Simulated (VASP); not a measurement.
Crystal: Pt.

```
CELL_PARAMETERS angstrom
0.00000 1.96090 1.96090
1.96090 0.00000 1.96090
1.96090 1.96090 0.00000
ATOMIC_POSITIONS crystal
Pt 0.00000 0.00000 0.00000
```

| Quantity | Value |
| --- | --- |
| Program | VASP 6.6.1 |
| Task | relaxation of volume and atoms at fixed shape |
| Functional | LDA |
| Potentials or basis | VASP PAW LDA potentials, release 64 (Pt) |
| Cutoff | 500 eV |
| k mesh | 11 × 11 × 11 |
| Occupations | gaussian, width 0.05 eV |
| Spin | no spin polarisation |

At the start: pressure -5.9 GPa; volume 15.08 Å³/atom.

How do energy, volume and symmetry change on relaxing?

Over 3 steps the energy falls by 5.7 meV/atom and the volume is 14.78 Å³/atom (-2.0 %); space group Fm-3m (No. 225, to 0.05 Å).

The path:
```csv
step,energy change (eV),largest force (eV/Å),pressure (GPa),volume (Å³)
1,0.0000,0.0000,-5.94,15.08
2,0.0524,0.0000,22.48,13.89
3,-0.0057,0.0000,-0.16,14.78
```

Final structure:
```xyz
1
Lattice="0.0000 1.9480 1.9480 1.9480 0.0000 1.9480 1.9480 1.9480 0.0000" Properties=species:S:1:pos:R:3 pbc="T T T"
Pt    0.0000    0.0000    0.0000
```
